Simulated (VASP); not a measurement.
# TaN (R-3m) in VASP: notebook

The runs below take TaN through single point, with PBE.

All numbers are computed with VASP 6.6.1; they aren't measurements. Logs are shortened: lines on timing, memory, paths and dates and some standing lists are left out, and cuts for length are marked.

### Step 1. The cell of the first run

It takes space group R-3m (No. 166, trigonal). The conventional cell has a = 3.108 Å, b = 3.108 Å, c = 8.339 Å, α = 90.00°, β = 90.00°, γ = 120.00°. Within 3.4 Å of Ta (site symmetry -3m) lie 6 N at 2.27 Å and 12 Ta at 3.11 to 3.31 Å. Within 3.4 Å of N (site symmetry -3m) lie 6 Ta at 2.27 Å and 12 N at 3.11 to 3.31 Å.

### Step 2. Single point, PBE (11.63 Å³/atom)

INCAR reads:

```
PREC     = Accurate       # precision mode
ENCUT    = 520            # plane-wave cutoff, eV
EDIFF    = 1E-7           # SCF threshold, eV
ISMEAR   = 0              # smearing method
SIGMA    = 0.15           # smearing width, eV
LREAL    = False          # projectors in reciprocal space
LASPH    = True           # aspherical terms in the spheres
NELM     = 80             # most SCF steps
ALGO     = Normal         # electronic algorithm
ISIF     = 2              # what is computed and relaxed
LWAVE    = False          # write WAVECAR
LCHARG   = False          # write CHGCAR
GGA      = PE             # functional
NBANDS   = 15             # bands
```

KPOINTS reads:

```
Automatic mesh
0
Gamma
  20 20 20
```

POSCAR reads:

```
TaN
1.0
    0.1396343561      2.3374468867      2.3374468867
    2.3374468867      0.1396343561      2.3374468867
    2.3374468867      2.3374468867      0.1396343561
Ta N
1 1
Direct
    0.5000000000      0.5000000000      0.5000000000
    0.0000000000      0.0000000000      0.0000000000
```

Potentials or basis: VASP PAW PBE potentials, release 64 (Ta_pv, N).

Started as:

```sh
cat potpaw_PBE.64/Ta_pv/POTCAR potpaw_PBE.64/N/POTCAR > POTCAR
mpirun -np 1 vasp_std > vasp.out
```

OUTCAR:

```text
PREC = Accurate
   ENCUT = 520
   EDIFF = 1E-7
   ISMEAR = 0
   LREAL = False
   LASPH = True
   NELM = 80
   ISIF = 2
   GGA = PE

 ion  position               nearest neighbor table
   1  0.500  0.500  0.500-   2 2.27   2 2.27   2 2.27   2 2.27   2 2.27   2 2.27
   2  0.000  0.000  0.000-   1 2.27   1 2.27   1 2.27   1 2.27   1 2.27   1 2.27

  LATTYP: Found a trigonal (rhomboedric) cell.
 ALAT       =     3.3085969307
 COS(alpha) =     0.5587410114

  Lattice vectors:

 A1 = (   0.1396343561,   2.3374468867,   2.3374468867)
 A2 = (   2.3374468867,   0.1396343561,   2.3374468867)
 A3 = (   2.3374468867,   2.3374468867,   0.1396343561)

Analysis of symmetry for initial positions (statically):
=====================================================================
 Subroutine PRICEL returns:
 Original cell was already a primitive cell.

 Routine SETGRP: Setting up the symmetry group for a
 trigonal (rhombohedral) supercell.

 Subroutine GETGRP returns: Found 12 space group operations
 (whereof 12 operations were pure point group operations)
 out of a pool of 12 trial point group operations.

The static configuration has the point symmetry D_3d.

Analysis of symmetry for dynamics (positions and initial velocities):
=====================================================================
 Subroutine PRICEL returns:
 Original cell was already a primitive cell.

 Routine SETGRP: Setting up the symmetry group for a
 trigonal (rhombohedral) supercell.

 Subroutine GETGRP returns: Found 12 space group operations
 (whereof 12 operations were pure point group operations)
 out of a pool of 12 trial point group operations.

The dynamic configuration has the point symmetry D_3d.

 Subroutine INISYM returns: Found 12 space group operations
 (whereof 12 operations are pure point group operations),
 and found     1 'primitive' translations

----------------------------------------------------------------------------------------

                                     Primitive cell

  volume of cell :      23.2560

  direct lattice vectors                    reciprocal lattice vectors
     0.139634356  2.337446887  2.337446887    -0.234097016  0.220900845  0.220900845
     2.337446887  0.139634356  2.337446887     0.220900845 -0.234097016  0.220900845
     2.337446887  2.337446887  0.139634356     0.220900845  0.220900845 -0.234097016

  length of vectors
     3.308596931  3.308596931  3.308596931     0.390379020  0.390379020  0.390379020

  position of ions in fractional coordinates (direct lattice)
     0.500000000  0.500000000  0.500000000
     0.000000000  0.000000000  0.000000000

  ion indices of the primitive-cell ions
   primitive index   ion index
                 1           1
                 2           2

----------------------------------------------------------------------------------------

 KPOINTS: Automatic mesh

Automatic generation of k-mesh.
 Grid dimensions read from file:
 generate k-points for:   20   20   20

 Generating k-lattice:

  Cartesian coordinates                     Fractional coordinates (reciprocal lattice)
    -0.011704851  0.011045042  0.011045042     0.050000000  0.000000000  0.000000000
     0.011045042 -0.011704851  0.011045042     0.000000000  0.050000000  0.000000000
     0.011045042  0.011045042 -0.011704851     0.000000000  0.000000000  0.050000000

  Length of vectors
     0.019518951  0.019518951  0.019518951

  Shift w.r.t. Gamma in fractional coordinates (k-lattice)
     0.000000000  0.000000000  0.000000000

 Subroutine IBZKPT returns following result:
 ===========================================

 Found    781 irreducible k-points:

 Following reciprocal coordinates:
            Coordinates               Weight
  0.000000  0.000000  0.000000      1.000000
  0.050000  0.000000  0.000000      6.000000
  0.100000  0.000000 -0.000000      6.000000
  0.150000  0.000000  0.000000      6.000000
  0.200000  0.000000 -0.000000      6.000000
  0.250000  0.000000  0.000000      6.000000
[... 16 lines left out ...]
 -0.400000  0.050000  0.000000     12.000000
 -0.350000  0.050000 -0.000000     12.000000
 [... further k-points ...]
   k-points           NKPTS =    781   k-points in BZ     NKDIM =    781   number of bands    NBANDS=     15
   number of dos      NEDOS =    301   number of ions     NIONS =      2
   total plane-waves  NPLWV =  21952
   dimension x,y,z NGX =    28 NGY =   28 NGZ =   28
   dimension x,y,z NGXF=    56 NGYF=   56 NGZF=   56
   ions per type =               1   1
   NGX,Y,Z   is equivalent  to a cutoff of  14.07, 14.07, 14.07 a.u.
   NGXF,Y,Z  is equivalent  to a cutoff of  28.14, 28.14, 28.14 a.u.
 SYSTEM =  unknown system
   PREC   = accura    normal or accurate (medium, high low for compatibility)
   ISTART =      0    job   : 0-new  1-cont  2-samecut
   ICHARG =      2    charge: 1-file 2-atom 10-const
   ISPIN  =      1    spin polarized calculation?
   LNONCOLLINEAR =      F non collinear calculations
   LSORBIT =      F    spin-orbit coupling
   LASPH  =      T    aspherical Exc in radial PAW
   ENCUT  =  520.0 eV  38.22 Ry    6.18 a.u.   6.15  6.15  6.15*2*pi/ulx,y,z
   NELM   =     80;   NELMIN=  2; NELMDL= -5     # of ELM steps
   EDIFF  = 0.1E-06   stopping-criterion for ELM
   LREAL  =      F    real-space projection
   EDIFFG = 0.1E-05   stopping-criterion for IOM
   NSW    =      0    number of steps for IOM
   IBRION =     -1    ionic relax: 0-MD 1-quasi-New 2-CG
   NFREE  =      0    steps in history (QN), initial steepest desc. (CG)
   ISIF   =      2    stress and relaxation
   ISYM   =      2    0-nonsym 1-usesym 2-fastsym
   POTIM  = 0.5000    time-step for ionic-motion
   TEBEG  =    0.0;   TEEND  =   0.0 temperature during run
   PSTRESS=    0.0 pullay stress
   NELECT =      16.0000    total number of electrons
   NUPDOWN=      -1.0000    fix difference up-down
   EMIN   =  10.00;   EMAX   =-10.00  energy-range for DOS
   EFERMI =   0.00;   METHOD = LEGACY
   ISMEAR =     0;   SIGMA  =   0.15  broadening in eV -4-tet -1-fermi 0-gaus
   EFERMI_NEDOS =   21; number of points for ismear=-14 and -15
   IALGO  =     38    algorithm
   IMIX   =      4    mixing-type and parameters
     AMIX     =   0.40;   BMIX     =  1.00
     AMIX_MAG =   1.60;   BMIX_MAG =  1.00
  volume/ion in A,a.u.               =      11.63        78.47
  Fermi-wavevector in a.u.,A,eV,Ry     =   1.445228  2.731086 28.418286  2.088685
  Thomas-Fermi vector in A             =   2.563434
   LORBIT       =      0    0 simple, 1 ext, 2 COOP (PROOUT), +10 PAW based schemes
   GGA     = PE    functional components
   LHFCALC =     F    Hartree Fock is set to
   AEXX    =    0.0000 exact exchange contribution
   IVDW    =     0    specifies the selected vdW correction
   LEPSILON=     F    determine dielectric tensor
   LRPA    =     F    only Hartree local field effects (RPA)
 non-spin polarized calculation
 Gauss-broadening in eV      SIGMA  =   0.15
  energy-cutoff  :      520.00
  volume of cell :       23.26
 maximum number of plane-waves:       640
 NGX is ok and might be reduce to    28
   NGX = 13   NGY = 13   NGZ = 13

 number of electron      16.0000000 magnetization

 Free energy of the ion-electron system (eV)
  ---------------------------------------------------
  ext. energy  EPLUGINS =         0.00000000
  ---------------------------------------------------
  free energy    TOTEN  =       -21.68378267 eV

  energy without entropy =      -21.67342077  energy(sigma->0) =      -21.67860172

 E-fermi :   8.4412     XC(G=0): -12.9472

 val. band max:        8.4384996157   @ k =   0.2500   0.2000   0.2000
 cond. band min:       8.4449614645   @ k =  -0.1000  -0.1500   0.0500
 fundamental gap:      0.0064618488
 Fermi energy:         8.4411733824

 k-point     1 :       0.0000    0.0000    0.0000
  band No.  band energies     occupation
      1     -27.5325      2.00000
      2     -27.3472      2.00000
      3     -27.3472      2.00000
      4      -9.5531      2.00000
      5       4.6694      2.00000
      6       5.2252      2.00000
      7       5.2252      2.00000
      8       5.7072      2.00000
      9       7.0117      2.00000
     10       7.0117      2.00000
     11       8.7183      0.00898
     12       8.7183      0.00898
     13       9.5760      0.00000
     14      18.0019      0.00000
     15      20.6898      0.00000

 k-point     2 :       0.0500    0.0000    0.0000
  band No.  band energies     occupation
      1     -27.5340      2.00000
      2     -27.3639      2.00000
      3     -27.3498      2.00000
      4      -9.5006      2.00000
      5       4.4456      2.00000
      6       4.9104      2.00000
      7       5.0396      2.00000
      8       5.8330      2.00000
      9       7.0865      2.00000
     10       7.0967      2.00000
     11       8.9410      0.00000
     12       8.9527      0.00000
     13       9.7903      0.00000
     14      18.1918      0.00000
     15      20.6897      0.00000

 k-point     3 :       0.1000    0.0000   -0.0000
  band No.  band energies     occupation
      1     -27.5395      2.00000
      2     -27.4110      2.00000
      3     -27.3572      2.00000
      4      -9.3467      2.00000
      5       3.9399      2.00000
      6       4.2092      2.00000
      7       4.5999      2.00000
      8       6.1009      2.00000
      9       7.2382      2.00000
     10       7.2993      2.00000
     11       9.5178      0.00000
     12       9.5463      0.00000
     13      10.3491      0.00000
     14      18.7278      0.00000
     15      20.6896      0.00000
[... 343 lines left out ...]
 k-point    23 :      -0.4000    0.0500    0.0000
  band No.  band energies     occupation
      1     -27.9841      2.00000
      2     -27.5513      2.00000
      3     -27.4560      2.00000
      4      -7.2010      2.00000
      5      -0.6495      2.00000
      6       1.2544      2.00000
      7       2.0938      2.00000
      8       8.5616      0.25606
      9       9.9278      0.00000
     10      10.9195      0.00000
     11      12.8254      0.00000
     12      14.3660      0.00000
     13      15.0977      0.00000
     14      19.2911      0.00000
     15      20.1307      0.00000

 k-point    24 :      -0.3500    0.0500   -0.0000
  band No.  band energies     occupation
      1     -27.9247      2.00000
      2     -27.5468      2.00000
      3     -27.4463      2.00000
      4      -7.4979      2.00000
      5      -0.1803      2.00000
      6       1.4547      2.00000
      7       2.3149      2.00000
      8       8.2045      1.97437
      9       9.1809      0.00000
     10      10.4639      0.00000
     11      12.9251      0.00000
     12      13.8401      0.00000
     13      14.5593      0.00000
     14      19.5730      0.00000
     15      20.7028      0.00000

 [... further k-points ...]
[... 5 lines left out ...]
  --------------------------------------------------------------------------------------
  -------------------------------------------------------------------------------------
  Total       -2.9343567     -2.9343567     -2.9343567     -0.3561120     -0.3561120     -0.3561120
  in kB     -202.1568564   -202.1568564   -202.1568564    -24.5336476    -24.5336476    -24.5336476
  external PRESSURE =    -202.1568564 kB  Pullay stress =       0.0000000 kB

 VOLUME and BASIS-vectors are now :
 -----------------------------------------------------------------------------
  energy-cutoff  :      520.00
  volume of cell :       23.26
      direct lattice vectors                 reciprocal lattice vectors
     0.139634356  2.337446887  2.337446887    -0.234097016  0.220900845  0.220900845
     2.337446887  0.139634356  2.337446887     0.220900845 -0.234097016  0.220900845
     2.337446887  2.337446887  0.139634356     0.220900845  0.220900845 -0.234097016

 POSITION                                       TOTAL-FORCE (eV/Angst)
 -----------------------------------------------------------------------------------
      2.40726      2.40726      2.40726         0.000000      0.000000      0.000000
      0.00000      0.00000      0.00000        -0.000000     -0.000000     -0.000000
 -----------------------------------------------------------------------------------
    total drift:                                0.000000      0.000000      0.000000

  FREE ENERGIE OF THE ION-ELECTRON SYSTEM (eV)
  ---------------------------------------------------
  free  energy   TOTEN  =       -21.6837826736 eV

  energy  without entropy=      -21.6734207654  energy(sigma->0) =      -21.67860172
```

It took 5.6 min on 1 thread of Intel Xeon 8259CL, shared host; peak memory 0.39 GiB.

What came out:

```
Free energy            : -21.6838 eV
Pressure               : -20.2 GPa
Band gap on the k mesh : zero (bands 8 and 9 overlap by 2.75 eV)
```

Stress tensor (GPa, compression positive):
```
-20.22  -2.45  -2.45
 -2.45 -20.22  -2.45
 -2.45  -2.45 -20.22
```

Caveat: the cell stands under tension; spin-orbit coupling is left out, which moves the levels of the heavy elements.

### Step 3. Single point, PBE (11.63 Å³/atom)

INCAR reads:

```
PREC = Accurate
ENCUT = 520
EDIFF = 1E-6
ISMEAR = 0
SIGMA = 0.15
LREAL = F
LASPH = T
NELM = 80
ALGO = Normal
ISIF = 2
LWAVE = F
LCHARG = F
GGA = PE
NBANDS = 15
```

KPOINTS reads:

```
regular mesh
0
Gamma
  20 20 20
```

POSCAR reads:

```
TaN
1.0
   -0.1354480453      2.1998630812      2.1998630812
    2.1998630812     -0.1354480453      2.1998630812
    2.1998630812      2.1998630812     -0.1354480453
Ta N
1 1
Direct
    0.5000000000      0.5000000000      0.5000000000
    0.0000000000      0.0000000000      0.0000000000
```

Potentials or basis: VASP PAW PBE potentials, release 64 (Ta_pv, N).

Started as:

```sh
cat potpaw_PBE.64/Ta_pv/POTCAR potpaw_PBE.64/N/POTCAR > POTCAR
mpirun -np 1 vasp_std > vasp.out
```

Wall time 2.4 min (1 thread of Intel Xeon 8259CL, shared host); peak memory 0.37 GiB.

Results (log left out):

```yaml
Free_energy: -21.6719 eV
Pressure: -20.2 GPa
Band_gap_on_the_k_mesh: zero (bands 8 and 9 overlap by 4.38 eV)
```

Stress tensor (GPa, compression positive):
```
-20.24   3.78   3.78
  3.78 -20.24   3.78
  3.78   3.78 -20.24
```

Levels at points of the mesh, in eV from the Fermi level:
| k point | band 4 | band 5 | band 6 | band 7 | band 8 | band 9 | band 10 | band 11 | band 12 | band 13 |
| --- | --- | --- | --- | --- | --- | --- | --- | --- | --- | --- |
| (0.00, 0.00, 0.00) | -18.02 | -3.58 | -3.58 | -3.13 | -2.28 | -2.28 | -1.16 | 0.23 | 0.23 | 1.22 |
| (0.50, 0.00, 0.00) | -15.55 | -9.59 | -7.02 | -6.21 | 0.90 | 0.98 | 2.90 | 3.80 | 6.34 | 6.68 |
| (0.50, 0.50, 0.00) | -16.78 | -6.33 | -4.80 | -4.55 | -4.01 | 1.77 | 2.76 | 3.32 | 3.70 | 6.24 |
| (0.50, 0.50, 0.50) | -15.30 | -9.41 | -7.31 | -7.31 | 2.10 | 2.23 | 2.23 | 3.37 | 7.06 | 7.06 |

Caveat: the cell stands under tension; spin-orbit coupling is left out, which moves the levels of the heavy elements.
